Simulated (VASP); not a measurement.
# Pb in VASP: single point with PBE

Aim: the single point of Pb with PBE.

Everything below comes from runs of VASP 6.6.1. Logs are shortened: lines on timing, memory, paths and dates and some standing lists are left out, and cuts for length are marked.

## (1) The cell of the first run

The typed cell holds 1 atom: a = 3.395 Å, b = 3.395 Å, c = 3.921 Å, α = 54.73°, β = 54.73°, γ = 70.53°.

## (2) Single point, PBE

Input file INCAR:

```
SYSTEM = Pb
PREC = Accurate
ENCUT = 520
EDIFF = 1E-6
ISMEAR = 0
SIGMA = 0.15
LREAL = .FALSE.
LASPH = .TRUE.
NELM = 100
ALGO = Fast
ISIF = 2
LWAVE = .FALSE.
LCHARG = .TRUE.
GGA = PE
LELF = .TRUE.
LVHAR = .TRUE.
NBANDS = 13
```

Input file KPOINTS:

```
Automatic mesh
0
G
  18 18 18
  0 0 0
```

Input file POSCAR:

```
Pb
1.0
    0.0000000000      2.7723963284      1.9600842042
    2.7723963284      0.0000000000      1.9600842042
    2.7723963284      2.7723963284      0.0000000000
Pb
1
Direct
    0.0000000000      0.0000000000      0.0000000000
```

Potentials or basis: VASP PAW PBE potentials, release 64 (Pb_d).

The run is started by

```console
$ cat potpaw_PBE.64/Pb_d/POTCAR > POTCAR
$ mpirun -np 1 vasp_std > vasp.out
```

OUTCAR:

```text
SYSTEM = Pb
   PREC = Accurate
   ENCUT = 520
   EDIFF = 1E-6
   ISMEAR = 0
   LREAL = .FALSE.
   LASPH = .TRUE.
   NELM = 100
   ISIF = 2
   GGA = PE

 ion  position               nearest neighbor table
   1  0.000  0.000  0.000-

  LATTYP: Found a body centered tetragonal cell.
 ALAT       =     3.9207604879
 C/A-ratio  =     0.9998489886

  Lattice vectors:

 A1 = (   0.0000000000,  -2.7723963284,  -1.9600842042)
 A2 = (   0.0000000000,   2.7723963284,  -1.9600842042)
 A3 = (   2.7723963284,   0.0000000000,   1.9600842042)

Analysis of symmetry for initial positions (statically):
=====================================================================
 Subroutine PRICEL returns:
 Original cell was already a primitive cell.

 Routine SETGRP: Setting up the symmetry group for a
 body centered tetragonal supercell.

 Subroutine GETGRP returns: Found 16 space group operations
 (whereof 16 operations were pure point group operations)
 out of a pool of 16 trial point group operations.

The static configuration has the point symmetry D_4h.

Analysis of symmetry for dynamics (positions and initial velocities):
=====================================================================
 Subroutine PRICEL returns:
 Original cell was already a primitive cell.

 Routine SETGRP: Setting up the symmetry group for a
 body centered tetragonal supercell.

 Subroutine GETGRP returns: Found 16 space group operations
 (whereof 16 operations were pure point group operations)
 out of a pool of 16 trial point group operations.

The dynamic configuration has the point symmetry D_4h.

 Subroutine INISYM returns: Found 16 space group operations
 (whereof 16 operations are pure point group operations),
 and found     1 'primitive' translations

----------------------------------------------------------------------------------------

                                     Primitive cell

  volume of cell :      30.1311

  direct lattice vectors                    reciprocal lattice vectors
     0.000000000  2.772396328  1.960084204    -0.180349395  0.180349395  0.255091082
     2.772396328  0.000000000  1.960084204     0.180349395 -0.180349395  0.255091082
     2.772396328  2.772396328  0.000000000     0.180349395  0.180349395 -0.255091082

  length of vectors
     3.395307275  3.395307275  3.920760488     0.360726030  0.360726030  0.360726030

  position of ions in fractional coordinates (direct lattice)
     0.000000000  0.000000000  0.000000000

  ion indices of the primitive-cell ions
   primitive index   ion index
                 1           1

----------------------------------------------------------------------------------------

 KPOINTS: Automatic mesh

Automatic generation of k-mesh.
 Grid dimensions read from file:
 generate k-points for:   18   18   18

 Generating k-lattice:

  Cartesian coordinates                     Fractional coordinates (reciprocal lattice)
    -0.010019411  0.010019411  0.014171727     0.055555556 -0.000000000  0.000000000
     0.010019411 -0.010019411  0.014171727    -0.000000000  0.055555556  0.000000000
     0.010019411  0.010019411 -0.014171727     0.000000000  0.000000000  0.055555556

  Length of vectors
     0.020040335  0.020040335  0.020040335

  Shift w.r.t. Gamma in fractional coordinates (k-lattice)
     0.000000000  0.000000000  0.000000000

 Subroutine IBZKPT returns following result:
 ===========================================

 Found    480 irreducible k-points:

 Following reciprocal coordinates:
            Coordinates               Weight
  0.000000  0.000000  0.000000      1.000000
  0.055556 -0.000000  0.000000      8.000000
  0.111111 -0.000000  0.000000      8.000000
  0.166667 -0.000000  0.000000      8.000000
  0.222222 -0.000000  0.000000      8.000000
  0.277778 -0.000000  0.000000      8.000000
[... 16 lines left out ...]
 -0.277778  0.055556  0.000000      8.000000
 -0.222222  0.055556  0.000000      8.000000
 [... further k-points ...]
   k-points           NKPTS =    480   k-points in BZ     NKDIM =    480   number of bands    NBANDS=     13
   number of dos      NEDOS =    301   number of ions     NIONS =      1
   total plane-waves  NPLWV =  23520
   dimension x,y,z NGX =    28 NGY =   28 NGZ =   30
   dimension x,y,z NGXF=    56 NGYF=   56 NGZF=   60
   ions per type =               1
   NGX,Y,Z   is equivalent  to a cutoff of  13.71, 13.71, 12.72 a.u.
   NGXF,Y,Z  is equivalent  to a cutoff of  27.42, 27.42, 25.44 a.u.
 SYSTEM =  Pb
   PREC   = accura    normal or accurate (medium, high low for compatibility)
   ISTART =      0    job   : 0-new  1-cont  2-samecut
   ICHARG =      2    charge: 1-file 2-atom 10-const
   ISPIN  =      1    spin polarized calculation?
   LNONCOLLINEAR =      F non collinear calculations
   LSORBIT =      F    spin-orbit coupling
   LASPH  =      T    aspherical Exc in radial PAW
   ENCUT  =  520.0 eV  38.22 Ry    6.18 a.u.   6.31  6.31  7.29*2*pi/ulx,y,z
   NELM   =    100;   NELMIN=  2; NELMDL= -5     # of ELM steps
   EDIFF  = 0.1E-05   stopping-criterion for ELM
   LREAL  =      F    real-space projection
   EDIFFG = 0.1E-04   stopping-criterion for IOM
   NSW    =      0    number of steps for IOM
   IBRION =     -1    ionic relax: 0-MD 1-quasi-New 2-CG
   NFREE  =      0    steps in history (QN), initial steepest desc. (CG)
   ISIF   =      2    stress and relaxation
   ISYM   =      2    0-nonsym 1-usesym 2-fastsym
   POTIM  = 0.5000    time-step for ionic-motion
   TEBEG  =    0.0;   TEEND  =   0.0 temperature during run
   PSTRESS=    0.0 pullay stress
   NELECT =      14.0000    total number of electrons
   NUPDOWN=      -1.0000    fix difference up-down
   EMIN   =  10.00;   EMAX   =-10.00  energy-range for DOS
   EFERMI =   0.00;   METHOD = LEGACY
   ISMEAR =     0;   SIGMA  =   0.15  broadening in eV -4-tet -1-fermi 0-gaus
   EFERMI_NEDOS =   21; number of points for ismear=-14 and -15
   IALGO  =     68    algorithm
   IMIX   =      4    mixing-type and parameters
     AMIX     =   0.40;   BMIX     =  1.00
     AMIX_MAG =   1.60;   BMIX_MAG =  1.00
  volume/ion in A,a.u.               =      30.13       203.33
  Fermi-wavevector in a.u.,A,eV,Ry     =   1.267980  2.396135 21.875082  1.607773
  Thomas-Fermi vector in A             =   2.401099
   LORBIT       =      0    0 simple, 1 ext, 2 COOP (PROOUT), +10 PAW based schemes
   GGA     = PE    functional components
   LHFCALC =     F    Hartree Fock is set to
   AEXX    =    0.0000 exact exchange contribution
   IVDW    =     0    specifies the selected vdW correction
   LEPSILON=     F    determine dielectric tensor
   LRPA    =     F    only Hartree local field effects (RPA)
 non-spin polarized calculation
 RMM-DIIS sequential band-by-band and
 Gauss-broadening in eV      SIGMA  =   0.15
  energy-cutoff  :      520.00
  volume of cell :       30.13
 maximum number of plane-waves:       856
 NGX is ok and might be reduce to    28
   NGX = 13   NGY = 13   NGZ = 15

 number of electron      14.0000003 magnetization

 Free energy of the ion-electron system (eV)
  ---------------------------------------------------
  ext. energy  EPLUGINS =         0.00000000
  ---------------------------------------------------
  free energy    TOTEN  =        -3.51151748 eV

  energy without entropy =       -3.50544397  energy(sigma->0) =       -3.50848072

 E-fermi :   7.3415     XC(G=0): -10.2190

 val. band max:        7.3400514175   @ k =  -0.3889   0.1667   0.3333
 cond. band min:       7.3680291503   @ k =  -0.4444   0.3889   0.0000
 fundamental gap:      0.0279777328
 Fermi energy:         7.3415385139

 k-point     1 :       0.0000    0.0000    0.0000
  band No.  band energies     occupation
      1      -9.7842      2.00000
      2      -9.7841      2.00000
      3      -9.7841      2.00000
      4      -9.5398      2.00000
      5      -9.5397      2.00000
      6      -4.4475      2.00000
      7      15.0556      0.00000
      8      15.0556      0.00000
      9      15.0565      0.00000
     10      18.4758      0.00000
     11      18.4758      0.00000
     12      18.4776      0.00000
     13      19.3276      0.00000

 k-point     2 :       0.0556   -0.0000    0.0000
  band No.  band energies     occupation
      1      -9.7867      2.00000
      2      -9.7808      2.00000
      3      -9.7727      2.00000
      4      -9.5427      2.00000
      5      -9.5400      2.00000
      6      -4.3843      2.00000
      7      14.3340      0.00000
      8      14.8279      0.00000
      9      14.9677      0.00000
     10      18.0056      0.00000
     11      18.3066      0.00000
     12      18.4018      0.00000
     13      19.7916      0.00000

 k-point     3 :       0.1111   -0.0000    0.0000
  band No.  band energies     occupation
      1      -9.7943      2.00000
      2      -9.7722      2.00000
      3      -9.7399      2.00000
      4      -9.5508      2.00000
      5      -9.5408      2.00000
      6      -4.1943      2.00000
      7      12.8008      0.00000
      8      14.2595      0.00000
      9      14.7075      0.00000
     10      17.2708      0.00000
     11      17.9403      0.00000
     12      18.3369      0.00000
     13      20.4515      0.00000

 k-point     4 :       0.1667   -0.0000    0.0000
  band No.  band energies     occupation
      1      -9.8059      2.00000
      2      -9.7617      2.00000
      3      -9.6889      2.00000
      4      -9.5615      2.00000
      5      -9.5418      2.00000
      6      -3.8776      2.00000
      7      11.0595      0.00000
      8      13.5444      0.00000
      9      14.3142      0.00000
     10      16.6178      0.00000
     11      17.5436      0.00000
     12      18.4566      0.00000
     13      20.7923      0.00000

 k-point     5 :       0.2222   -0.0000    0.0000
  band No.  band energies     occupation
      1      -9.8201      2.00000
      2      -9.7542      2.00000
      3      -9.6256      2.00000
      4      -9.5705      2.00000
      5      -9.5430      2.00000
      6      -3.4360      2.00000
      7       9.3149      0.00000
      8      12.8165      0.00000
      9      13.8632      0.00000
     10      16.0828      0.00000
     11      17.1833      0.00000
     12      18.7853      0.00000
     13      21.0274      0.00000
[... 257 lines left out ...]
 k-point    22 :      -0.3333    0.0556    0.0000
  band No.  band energies     occupation
      1      -9.8370      2.00000
      2      -9.7554      2.00000
      3      -9.5790      2.00000
      4      -9.5486      2.00000
      5      -9.4931      2.00000
      6      -2.1560      2.00000
      7       6.1581      2.00000
      8      11.3737      0.00000
      9      12.6586      0.00000
     10      15.7928      0.00000
     11      16.9486      0.00000
     12      18.8048      0.00000
     13      22.4143      0.00000

 k-point    23 :      -0.2778    0.0556    0.0000
  band No.  band energies     occupation
      1      -9.8231      2.00000
      2      -9.7474      2.00000
      3      -9.5835      2.00000
      4      -9.5588      2.00000
      5      -9.5455      2.00000
      6      -2.8152      2.00000
      7       7.6887      0.00106
      8      11.9189      0.00000
      9      13.0160      0.00000
     10      16.0643      0.00000
     11      17.1908      0.00000
     12      18.2995      0.00000
     13      22.3277      0.00000

 k-point    24 :      -0.2222    0.0556    0.0000
  band No.  band energies     occupation
      1      -9.8084      2.00000
      2      -9.7478      2.00000
      3      -9.6274      2.00000
      4      -9.5805      2.00000
      5      -9.5424      2.00000
      6      -3.3739      2.00000
      7       9.3381      0.00000
      8      12.5728      0.00000
      9      13.4351      0.00000
     10      16.3814      0.00000
     11      17.4922      0.00000
     12      17.9840      0.00000
     13      22.0951      0.00000

 [... further k-points ...]

------------------------ aborting loop because EDIFF is reached ----------------------------------------

  FORCE on cell =-STRESS in cart. coord.  units (eV):
  Direction    XX          YY          ZZ          XY          YZ          ZX
  --------------------------------------------------------------------------------------
  -------------------------------------------------------------------------------------
  Total        0.4753926      0.4753926      0.4746489      0.0000000     -0.0000000      0.0000000
  in kB       25.2782857     25.2782857     25.2387440      0.0000000     -0.0000000      0.0000000
  external PRESSURE =      25.2651051 kB  Pullay stress =       0.0000000 kB

 VOLUME and BASIS-vectors are now :
 -----------------------------------------------------------------------------
  energy-cutoff  :      520.00
  volume of cell :       30.13
      direct lattice vectors                 reciprocal lattice vectors
     0.000000000  2.772396328  1.960084204    -0.180349395  0.180349395  0.255091082
     2.772396328  0.000000000  1.960084204     0.180349395 -0.180349395  0.255091082
     2.772396328  2.772396328  0.000000000     0.180349395  0.180349395 -0.255091082

 POSITION                                       TOTAL-FORCE (eV/Angst)
 -----------------------------------------------------------------------------------
      0.00000      0.00000      0.00000         0.000000      0.000000      0.000000
 -----------------------------------------------------------------------------------
    total drift:                               -0.000000     -0.000000     -0.000000

  FREE ENERGIE OF THE ION-ELECTRON SYSTEM (eV)
  ---------------------------------------------------
  free  energy   TOTEN  =        -3.5115174752 eV

  energy  without entropy=       -3.5054439694  energy(sigma->0) =       -3.50848072
```

It took 2.1 min on 1 thread of Intel Xeon 6975P-C, shared host; peak memory 0.31 GiB.

Results:

```
Free energy            : -3.5115 eV
Pressure               : 2.5 GPa
Band gap on the k mesh : zero (band 7 reaches 15.06 eV, above the bottom of band 8 at 5.27 eV)
```

Levels at points of the mesh, in eV from the Fermi level:
```csv
k point,band 4,band 5,band 6,band 7,band 8,band 9,band 10,band 11
"(0.00, 0.00, 0.00)",-16.88,-16.88,-11.79,7.71,7.71,7.71,11.13,11.13
"(0.50, 0.00, 0.00)",-16.89,-16.73,-7.88,-4.07,3.50,5.19,7.62,9.00
"(0.50, 0.50, 0.00)",-16.77,-16.77,-5.11,-0.37,-0.37,-0.36,4.60,4.60
"(0.50, 0.00, 0.50)",-16.89,-16.73,-7.88,-4.07,3.50,5.19,7.62,9.00
```

Caveat: spin-orbit coupling is left out, which moves the levels of the heavy elements.
